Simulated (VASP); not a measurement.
Hf3N4, 14 atoms in the cell. It takes space group I-43d (No. 220, cubic). The conventional cell has a = 6.701 Å, b = 6.701 Å, c = 6.701 Å, α = 90.00°, β = 90.00°, γ = 90.00°. Hf (site symmetry -4) has 8 N at 2.18 to 2.47 Å within 2.9 Å. Within 3.0 Å of N (site symmetry 3) lie 6 Hf at 2.18 to 2.47 Å and 5 N at 2.64 to 2.90 Å. 

| Quantity | Value |
| --- | --- |
| Program | VASP 6.6.1 |
| Task | relaxation of cell and atoms |
| Functional | PBE |
| Potentials or basis | VASP PAW PBE potentials, release 64 (Hf_pv, N) |
| Cutoff | 600 eV |
| k mesh | 6 × 6 × 6 |
| Occupations | gaussian, width 0.02 eV |
| Spin | no spin polarisation |
| Dipole correction | no |
| Further INCAR settings | ALGO = Normal; EDIFF = 1e-07; IBRION = 2; EDIFFG = -0.005; NSW = 100; ISIF = 3 |

Potentials or basis: VASP PAW PBE potentials, release 64 (Hf_pv, N).

Command:

```console
$ cat potpaw_PBE.64/Hf_pv/POTCAR potpaw_PBE.64/N/POTCAR > POTCAR
$ mpirun -np 1 vasp_std > vasp.out
```

Hardware: 1 thread of Intel Xeon 8259CL, on a shared host.

Task: How long does it take, and how much memory?

Result: It took 36 min on 1 thread of Intel Xeon 8259CL (shared host), peak memory 0.42 GiB. Counts: scf iterations 97, k points 16, ion steps 10.
